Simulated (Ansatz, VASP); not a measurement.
## Si4C: VASP beside Ansatz

```
Si C
1.0
     0.00000    3.46806    3.46806
     3.46806    0.00000    3.46806
     3.46806    3.46806    0.00000
Si C
4 1
Direct
  0.37576 0.37576 0.37576
  0.37576 0.37576 0.87272
  0.37576 0.87272 0.37576
  0.87272 0.37576 0.37576
  0.00000 0.00000 0.00000
```

Alike in both runs: functional PBE; k mesh 4 × 4 × 4; occupations gaussian, width 0.1 eV; no spin polarisation.

Ansatz relaxed the structure, and its values are those at the end. VASP's run is a single point on that final structure, the one shown.

```csv
,VASP,Ansatz
version,VASP 6.6.1,Ansatz 0.2.0
potentials or method,"VASP PAW PBE potentials, release 64 (Si, C), cutoff 520 eV","scalar-relativistic, plane waves, PAW"
valence electrons in the cell,20,20
```

Ansatz gave:

* gap on the k mesh at the Fermi level (eV): none
* pressure (GPa): 0.1
* rms of the force components (eV/Å): 0.004

Which values does VASP return?

gap on the k mesh at the Fermi level (eV): none; pressure (GPa): 0.1; rms of the force components (eV/Å): 0.005.

A gap of «none» marks a metal or a gap that the smearing closes. The functional is the same, so the differences come from potentials, cutoffs and numerics.

The k mesh is coarse, so the values compare programs but aren't converged.
